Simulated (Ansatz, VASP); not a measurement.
Li3Si2N: VASP beside Ansatz

File INCAR:

```
SYSTEM = Li3Si2N
  PREC = Accurate
  ENCUT = 520
  EDIFF = 1E-6
  ISMEAR = 0
  SIGMA = 0.1
  LREAL = .FALSE.
  LASPH = .TRUE.
  NELM = 150
  ALGO = Normal
  ISIF = 2
  LWAVE = .FALSE.
  LCHARG = .TRUE.
  ISPIN = 2
  MAGMOM = 0 0 0 0 0 1
  LORBIT = 11
  GGA = PE
  LELF = .TRUE.
  LVHAR = .TRUE.
  NBANDS = 24
```

Contents of KPOINTS:

```
regular mesh
0
G
  6 6 6
  0 0 0
```

File POSCAR:

```
Li3Si2N
1.0
    2.3969940957      1.3839051864      3.9121764844
   -2.3969940957      1.3839051864      3.9121764844
    0.0000000000     -2.7678103729      3.9121764844
Li Si N
3 2 1
Direct
    0.5000000000      0.5000000000      0.0000000000
    0.0000000000      0.5000000000      0.5000000000
    0.5000000000      0.0000000000      0.5000000000
    0.1476896958      0.1476896958      0.1476896958
    0.8523103042      0.8523103042      0.8523103042
    0.0000000000      0.0000000000      0.0000000000
```

Input for Ansatz:

```yaml
crystal:
  lattice:
    - [2.3969940957, 1.3839051864, 3.9121764844]
    - [-2.3969940957, 1.3839051864, 3.9121764844]
    - [0.0, -2.7678103729, 3.9121764844]
  atoms:
    - { symbol: Li, position: [0.5, 0.5, 0.0] }
    - { symbol: Li, position: [0.0, 0.5, 0.5] }
    - { symbol: Li, position: [0.5, 0.0, 0.5] }
    - { symbol: Si, position: [0.1476896958, 0.1476896958, 0.1476896958] }
    - { symbol: Si, position: [0.8523103042, 0.8523103042, 0.8523103042] }
    - { symbol: "N", position: [0.0, 0.0, 0.0], spin: 1.0 }
basis:
  ecutwfc: 420
kpoints:
  mp_grid: { grid: [6, 6, 6] }
hamiltonian:
  xc: pbe
scf:
  occupations: { method: gaussian, width: 0.1 }
  lower_state_search: "off"
output:
  forces: true
  stress: true
  eigenvalues: true
  populations: true
magnetization:
  spin_polarized: true
```

Alike in both runs: task single point; functional PBE; k mesh 6 × 6 × 6; occupations gaussian, width 0.1 eV; collinear spin.

```csv
,VASP,Ansatz
version,VASP 6.6.1,Ansatz 0.2.0
potentials or method,"VASP PAW PBE potentials, release 64 (Li_sv, Si, N), cutoff 520 eV","scalar-relativistic, plane waves, PAW"
valence electrons in the cell,22,22
```

```csv
,VASP,Ansatz,Ansatz less VASP
gap on the k mesh at the Fermi level (eV),none,none,-
rms of the force components (eV/Å),0.000,0.007,+0.0065
net moment per atom (μB),0.00,0.00,0.000
```

Atom by atom the forces differ by 0.007 eV/Å (rms over components). A gap of «none» marks a metal or a gap that the smearing closes. Ansatz's warnings: seeded moment not kept.

Noted on VASP's run: the cutoff is short for stress, so the pressure is rough.
